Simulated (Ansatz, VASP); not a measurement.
Pt in VASP and in Ansatz

File INCAR:

```
SYSTEM = Pt
PREC     = Accurate       ! precision mode
ENCUT    = 520            ! plane-wave cutoff, eV
EDIFF    = 1E-6           ! SCF threshold, eV
ISMEAR   = 0              ! smearing method
SIGMA    = 0.1            ! smearing width, eV
LREAL    = .FALSE.        ! projectors in reciprocal space
LASPH    = .TRUE.         ! aspherical terms in the spheres
NELM     = 80             ! most SCF steps
ALGO     = Fast           ! electronic algorithm
ISIF     = 2              ! what is computed and relaxed
LWAVE    = .FALSE.        ! write WAVECAR
LCHARG   = .FALSE.        ! write CHGCAR
GGA      = PS             ! functional
NBANDS   = 22             ! bands
```

KPOINTS

```
regular mesh
0
G
  9 9 9
  0 0 0
```

POSCAR

```
Pt
1.0
    1.4876971135      0.8589223289      7.1899468003
   -1.4876971135      0.8589223289      7.1899468003
    0.0000000000     -1.7178446580      7.1899468003
Pt
3
Direct
    0.0000000000      0.0000000000      0.0000000000
    0.2222200000      0.2222200000      0.2222200000
    0.7777800000      0.7777800000      0.7777800000
```

Input for Ansatz:

```yaml
crystal:
  lattice:
    - [1.4876971135, 0.8589223289, 7.1899468003]
    - [-1.4876971135, 0.8589223289, 7.1899468003]
    - [0.0, -1.717844658, 7.1899468003]
  atoms:
    - { symbol: Pt, position: [0.0, 0.0, 0.0] }
    - { symbol: Pt, position: [0.22222, 0.22222, 0.22222] }
    - { symbol: Pt, position: [0.77778, 0.77778, 0.77778] }
basis:
  ecutwfc: 420
kpoints:
  mp_grid: { grid: [9, 9, 9] }
hamiltonian:
  xc: pbesol
scf:
  occupations: { method: gaussian, width: 0.1 }
  lower_state_search: "off"
output:
  forces: true
  stress: true
  eigenvalues: true
```

Alike in both runs: task single point; functional PBEsol; k mesh 9 × 9 × 9; occupations gaussian, width 0.1 eV; no spin polarisation.

```csv
,VASP,Ansatz
version,VASP 6.6.1,Ansatz 0.2.0
potentials or method,"VASP PAW PBE potentials, release 64 (Pt), cutoff 520 eV","scalar-relativistic, plane waves, PAW"
valence electrons in the cell,30,54
```

|  | VASP | Ansatz | Ansatz less VASP |
| --- | --- | --- | --- |
| gap on the k mesh at the Fermi level (eV) | none | none | - |
| rms of the force components (eV/Å) | 0.069 | 0.069 | +0.0003 |

VASP's potentials were made for PBE, not for PBEsol. Atom by atom the forces differ by 0.000 eV/Å (rms over components). A gap of «none» marks a metal or a gap that the smearing closes. With one functional, cell and mesh, what is left measures potentials, basis and numerics. VASP's potentials hold 30 valence electrons a cell and Ansatz's 54, so a difference there can come from the potentials and not from the codes.

Spin-orbit coupling is off throughout.
